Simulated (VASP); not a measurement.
# TiO2 in VASP: single point with LDA

Aim: the single point of TiO2 with LDA.

Program: VASP 6.6.1. These are calculated values, not measurements. Logs are shortened: lines on timing, memory, paths and dates and some standing lists are left out, and cuts for length are marked.

### Step 1. The cell of the first run

The typed cell holds 12 atoms: a = 6.241 Å, b = 6.241 Å, c = 6.241 Å, α = 95.04°, β = 95.04°, γ = 145.52°.

### Step 2. Single point, LDA

INCAR reads:

```
  ALGO = Normal
  EDIFF = 1E-6
  ENCUT = 520
  GGA = CA
  ISIF = 2
  ISMEAR = 0
  LASPH = T
  LCHARG = F
  LREAL = F
  LWAVE = F
  NBANDS = 60
  NELM = 80
  PREC = Accurate
  SIGMA = 0.02
```

KPOINTS reads:

```
k-points
0
Gamma
  8 8 8
```

POSCAR reads:

```
TiO2
1.0
   -4.2149148030      4.2149148030      1.8499656439
    4.2149148030     -4.2149148030      1.8499656439
    4.2149148030      4.2149148030     -1.8499656439
Ti O
4 8
Direct
    0.2945565407      0.0000200485      0.2945765892
    0.0000200485      0.7054434593      0.7054635078
    0.9999799515      0.2945565407      0.2945364922
    0.7054434593      0.9999799515      0.7054234108
    0.5000003636      0.1510361190      0.6510364826
    0.1635372523      0.8364789950      0.0000162473
    0.1510361190      0.4999996364      0.6510357554
    0.1635210050      0.1635372523      0.3270582573
    0.8364789950      0.8364627477      0.6729417427
    0.8489638810      0.5000003636      0.3489642446
    0.8364627477      0.1635210050      0.9999837527
    0.4999996364      0.8489638810      0.3489635174
```

Potentials or basis: VASP PAW LDA potentials, release 64 (Ti_sv, O).

Command:

```console
$ cat potpaw_LDA.64/Ti_sv/POTCAR potpaw_LDA.64/O/POTCAR > POTCAR
$ mpirun -np 1 vasp_std > vasp.out
```

OUTCAR:

```text
EDIFF = 1E-6
   ENCUT = 520
   GGA = CA
   ISIF = 2
   ISMEAR = 0
   LASPH = T
   LREAL = F
   NELM = 80
   PREC = Accurate

 ion  position               nearest neighbor table
   1  0.295  0.000  0.295-   8 1.77   6 1.77  10 1.91  10 1.91   5 2.15  12 2.15
   2  0.000  0.705  0.705-   6 1.77   9 1.77   5 1.91   5 1.91   7 2.15  10 2.15
   3  1.000  0.295  0.295-  11 1.77   8 1.77  12 1.91  12 1.91  10 2.15   7 2.15
   4  0.705  1.000  0.705-   9 1.77  11 1.77   7 1.91   7 1.91  12 2.15   5 2.15
   5  0.500  0.151  0.651-   2 1.91   2 1.91   1 2.15   4 2.15
   6  0.164  0.836  0.000-   2 1.77   1 1.77
   7  0.151  0.500  0.651-   4 1.91   4 1.91   2 2.15   3 2.15
   8  0.164  0.164  0.327-   1 1.77   3 1.77
   9  0.836  0.836  0.673-   4 1.77   2 1.77
  10  0.849  0.500  0.349-   1 1.91   1 1.91   3 2.15   2 2.15
  11  0.836  0.164  1.000-   3 1.77   4 1.77
  12  0.500  0.849  0.349-   3 1.91   3 1.91   4 2.15   1 2.15

  LATTYP: Found a body centered tetragonal cell.
 ALAT       =     8.4298296060
 C/A-ratio  =     0.4389093802

  Lattice vectors:

 A1 = (  -4.2149148030,   4.2149148030,   1.8499656439)
 A2 = (   4.2149148030,  -4.2149148030,   1.8499656439)
 A3 = (   4.2149148030,   4.2149148030,  -1.8499656439)

Analysis of symmetry for initial positions (statically):
=====================================================================
 Subroutine PRICEL returns:
 Original cell was already a primitive cell.

 Routine SETGRP: Setting up the symmetry group for a
 body centered tetragonal supercell.

 Subroutine GETGRP returns: Found  8 space group operations
 (whereof  8 operations were pure point group operations)
 out of a pool of 16 trial point group operations.

The static configuration has the point symmetry C_4h.

Analysis of symmetry for dynamics (positions and initial velocities):
=====================================================================
 Subroutine PRICEL returns:
 Original cell was already a primitive cell.

 Routine SETGRP: Setting up the symmetry group for a
 body centered tetragonal supercell.

 Subroutine GETGRP returns: Found  8 space group operations
 (whereof  8 operations were pure point group operations)
 out of a pool of 16 trial point group operations.

The dynamic configuration has the point symmetry C_4h.

 Subroutine INISYM returns: Found  8 space group operations
 (whereof  8 operations are pure point group operations),
 and found     1 'primitive' translations

----------------------------------------------------------------------------------------

                                     Primitive cell

  volume of cell :     131.4623

  direct lattice vectors                    reciprocal lattice vectors
    -4.214914803  4.214914803  1.849965644     0.000000000  0.118626360  0.270275290
     4.214914803 -4.214914803  1.849965644     0.118626360  0.000000000  0.270275290
     4.214914803  4.214914803 -1.849965644     0.118626360  0.118626360  0.000000000

  length of vectors
     6.241264814  6.241264814  6.241264814     0.295162574  0.295162574  0.167763007

  position of ions in fractional coordinates (direct lattice)
     0.294556541  0.000020048  0.294576589
     0.000020048  0.705443459  0.705463508
     0.999979952  0.294556541  0.294536492
     0.705443459  0.999979952  0.705423411
     0.500000364  0.151036119  0.651036483
     0.163537252  0.836478995  0.000016247
     0.151036119  0.499999636  0.651035755
     0.163521005  0.163537252  0.327058257
     0.836478995  0.836462748  0.672941743
     0.848963881  0.500000364  0.348964245
     0.836462748  0.163521005  0.999983753
     0.499999636  0.848963881  0.348963517

  ion indices of the primitive-cell ions
   primitive index   ion index
                 1           1
                 2           2
                 3           3
                 4           4
                 5           5
                 6           6
                 7           7
                 8           8
                 9           9
                10          10
                11          11
                12          12

----------------------------------------------------------------------------------------

 KPOINTS: k-points

Automatic generation of k-mesh.
 Grid dimensions read from file:
 generate k-points for:    8    8    8

 Generating k-lattice:

  Cartesian coordinates                     Fractional coordinates (reciprocal lattice)
     0.000000000  0.014828295  0.033784411     0.125000000 -0.000000000  0.000000000
     0.014828295  0.000000000  0.033784411    -0.000000000  0.125000000  0.000000000
     0.014828295  0.014828295  0.000000000     0.000000000  0.000000000  0.125000000

  Length of vectors
     0.036895322  0.036895322  0.020970376

  Shift w.r.t. Gamma in fractional coordinates (k-lattice)
     0.000000000  0.000000000  0.000000000

 Subroutine IBZKPT returns following result:
 ===========================================

 Found     78 irreducible k-points:

 Following reciprocal coordinates:
            Coordinates               Weight
  0.000000  0.000000  0.000000      1.000000
  0.125000  0.000000  0.000000      8.000000
  0.250000  0.000000  0.000000      8.000000
  0.375000  0.000000  0.000000      8.000000
  0.500000  0.000000  0.000000      4.000000
  0.125000  0.125000  0.000000      8.000000
[... 16 lines left out ...]
 -0.375000  0.250000 -0.000000      8.000000
 -0.250000  0.375000  0.000000      8.000000
 [... further k-points ...]
   k-points           NKPTS =     78   k-points in BZ     NKDIM =     78   number of bands    NBANDS=     60
   number of dos      NEDOS =    301   number of ions     NIONS =     12
   total plane-waves  NPLWV = 110592
   dimension x,y,z NGX =    48 NGY =   48 NGZ =   48
   dimension x,y,z NGXF=    96 NGYF=   96 NGZF=   96
   ions per type =               4   8
   NGX,Y,Z   is equivalent  to a cutoff of  12.79, 12.79, 12.79 a.u.
   NGXF,Y,Z  is equivalent  to a cutoff of  25.57, 25.57, 25.57 a.u.
 SYSTEM =  unknown system
   PREC   = accura    normal or accurate (medium, high low for compatibility)
   ISTART =      0    job   : 0-new  1-cont  2-samecut
   ICHARG =      2    charge: 1-file 2-atom 10-const
   ISPIN  =      1    spin polarized calculation?
   LNONCOLLINEAR =      F non collinear calculations
   LSORBIT =      F    spin-orbit coupling
   LASPH  =      T    aspherical Exc in radial PAW
   ENCUT  =  520.0 eV  38.22 Ry    6.18 a.u.  11.60 11.60 11.60*2*pi/ulx,y,z
   NELM   =     80;   NELMIN=  2; NELMDL= -5     # of ELM steps
   EDIFF  = 0.1E-05   stopping-criterion for ELM
   LREAL  =      F    real-space projection
   EDIFFG = 0.1E-04   stopping-criterion for IOM
   NSW    =      0    number of steps for IOM
[... 5 lines left out ...]
   TEBEG  =    0.0;   TEEND  =   0.0 temperature during run
   PSTRESS=    0.0 pullay stress
   NELECT =      96.0000    total number of electrons
   NUPDOWN=      -1.0000    fix difference up-down
   EMIN   =  10.00;   EMAX   =-10.00  energy-range for DOS
   EFERMI =   0.00;   METHOD = LEGACY
   ISMEAR =     0;   SIGMA  =   0.02  broadening in eV -4-tet -1-fermi 0-gaus
   EFERMI_NEDOS =   21; number of points for ismear=-14 and -15
   IALGO  =     38    algorithm
   IMIX   =      4    mixing-type and parameters
     AMIX     =   0.40;   BMIX     =  1.00
     AMIX_MAG =   1.60;   BMIX_MAG =  1.00
  volume/ion in A,a.u.               =      10.96        73.93
  Fermi-wavevector in a.u.,A,eV,Ry     =   1.474229  2.785888 29.570220  2.173350
  Thomas-Fermi vector in A             =   2.589025
   LORBIT       =      0    0 simple, 1 ext, 2 COOP (PROOUT), +10 PAW based schemes
   GGA     = CA    functional components
   LHFCALC =     F    Hartree Fock is set to
   AEXX    =    0.0000 exact exchange contribution
   IVDW    =     0    specifies the selected vdW correction
   LEPSILON=     F    determine dielectric tensor
   LRPA    =     F    only Hartree local field effects (RPA)
 non-spin polarized calculation
 Gauss-broadening in eV      SIGMA  =   0.02
  energy-cutoff  :      520.00
  volume of cell :      131.46
 maximum number of plane-waves:      3579
 NGX is ok and might be reduce to    48
   NGX = 23   NGY = 23   NGZ = 23

 number of electron      96.0000019 magnetization

 Free energy of the ion-electron system (eV)
  ---------------------------------------------------
  ext. energy  EPLUGINS =         0.00000000
  ---------------------------------------------------
  free energy    TOTEN  =      -116.82939015 eV

  energy without entropy =     -116.82939015  energy(sigma->0) =     -116.82939015

 E-fermi :   3.7847     XC(G=0): -11.4368

 val. band max:        3.5871542176   @ k =   0.5000   0.5000   0.5000
 cond. band min:       5.0191602603   @ k =   0.0000   0.0000   0.0000
 fundamental gap:      1.4320060427
 Fermi energy:         3.7846766624

 k-point     1 :       0.0000    0.0000    0.0000
  band No.  band energies     occupation
      1     -51.8401      2.00000
      2     -51.8056      2.00000
      3     -51.8056      2.00000
      4     -51.7778      2.00000
      5     -28.7841      2.00000
      6     -28.7761      2.00000
[... 52 lines left out ...]
     59       8.5432      0.00000
     60       8.6104      0.00000

 k-point     2 :       0.1250    0.0000    0.0000
  band No.  band energies     occupation
      1     -51.8372      2.00000
      2     -51.8051      2.00000
      3     -51.8050      2.00000
      4     -51.7796      2.00000
      5     -28.7750      2.00000
      6     -28.7744      2.00000
[... 1375 lines left out ...]
     59       8.4030      0.00000
     60       8.5760      0.00000

 k-point    24 :      -0.2500    0.3750    0.0000
  band No.  band energies     occupation
      1     -51.8349      2.00000
      2     -51.8074      2.00000
      3     -51.8028      2.00000
      4     -51.7819      2.00000
      5     -28.7708      2.00000
      6     -28.7470      2.00000
[... 52 lines left out ...]
     59       8.4030      0.00000
     60       8.5760      0.00000

 [... further k-points ...]

------------------------ aborting loop because EDIFF is reached ----------------------------------------

  FORCE on cell =-STRESS in cart. coord.  units (eV):
  Direction    XX          YY          ZZ          XY          YZ          ZX
  --------------------------------------------------------------------------------------
  -------------------------------------------------------------------------------------
  Total        9.5976556      9.5976556      9.2530562     -0.0000000      0.0000000      0.0000000
  in kB      116.9699992    116.9699992    112.7702454     -0.0000003      0.0000000      0.0000000
  external PRESSURE =     115.5700812 kB  Pullay stress =       0.0000000 kB

 VOLUME and BASIS-vectors are now :
 -----------------------------------------------------------------------------
  energy-cutoff  :      520.00
  volume of cell :      131.46
      direct lattice vectors                 reciprocal lattice vectors
    -4.214914803  4.214914803  1.849965644     0.000000000  0.118626360  0.270275290
     4.214914803 -4.214914803  1.849965644     0.118626360  0.000000000  0.270275290
     4.214914803  4.214914803 -1.849965644     0.118626360  0.118626360  0.000000000

 POSITION                                       TOTAL-FORCE (eV/Angst)
 -----------------------------------------------------------------------------------
      0.00017      2.48306      0.00000        -0.000047      0.155377      0.000000
      5.94677      0.00017      0.00000        -0.155377     -0.000047      0.000000
     -1.73185      4.21475      1.84997         0.155377      0.000047     -0.000000
      4.21475      1.73185      1.84997         0.000047     -0.155377     -0.000000
      1.27321      4.21492      0.00000        -0.003347     -0.000008     -0.000000
      2.83646     -2.83632      1.84997        -0.018808      0.018941     -0.000000
      4.21491      1.27321     -0.00000         0.000008     -0.003347      0.000000
      1.37859      1.37845      0.00000         0.018941      0.018808     -0.000000
      2.83632      2.83646      1.84997        -0.018941     -0.018808      0.000000
      0.00000      2.94171      1.84997        -0.000008      0.003347     -0.000000
      1.37845      7.05124      0.00000         0.018808     -0.018941      0.000000
      2.94171     -0.00000      1.84997         0.003347      0.000008      0.000000
 -----------------------------------------------------------------------------------
    total drift:                               -0.000000     -0.000000      0.000000

  FREE ENERGIE OF THE ION-ELECTRON SYSTEM (eV)
  ---------------------------------------------------
  free  energy   TOTEN  =      -116.8293901467 eV

  energy  without entropy=     -116.8293901467  energy(sigma->0) =     -116.82939015
```

Wall time 29 min (1 thread of Intel Xeon 8259CL, shared host); peak memory 0.55 GiB.

Results:

| Property | Result |
| --- | --- |
| Free energy | -116.8294 eV |
| Pressure | 11.6 GPa |
| Largest force | 0.155 eV/Å |
| Band gap on the k mesh | 1.43 eV (least direct gap 2.27 eV) |

Forces on the atoms (eV/Å):
```
Ti   0.000  0.155  0.000
Ti  -0.155  0.000  0.000
Ti   0.155  0.000  0.000
Ti   0.000 -0.155  0.000
O   -0.003  0.000  0.000
O   -0.019  0.019  0.000
O    0.000 -0.003  0.000
O    0.019  0.019  0.000
O   -0.019 -0.019  0.000
O    0.000  0.003  0.000
O    0.019 -0.019  0.000
O    0.003  0.000  0.000
```

Levels at points of the mesh, in eV from the valence-band top:
```
           k point  band 46  band 47  band 48  band 49  band 50  band 51
(0.00, 0.00, 0.00)    -1.04    -1.04    -0.84     1.43     3.15     3.15
(0.50, 0.00, 0.00)    -0.87    -0.82    -0.42     3.02     3.39     3.47
(0.50, 0.50, 0.00)    -1.06    -1.02    -0.83     2.23     2.62     2.90
(0.50, 0.50, 0.50)    -1.35    -1.23     0.00     2.98     2.98     3.13
```

Caveat: the cell stands under pressure. A k mesh can miss the band edges.
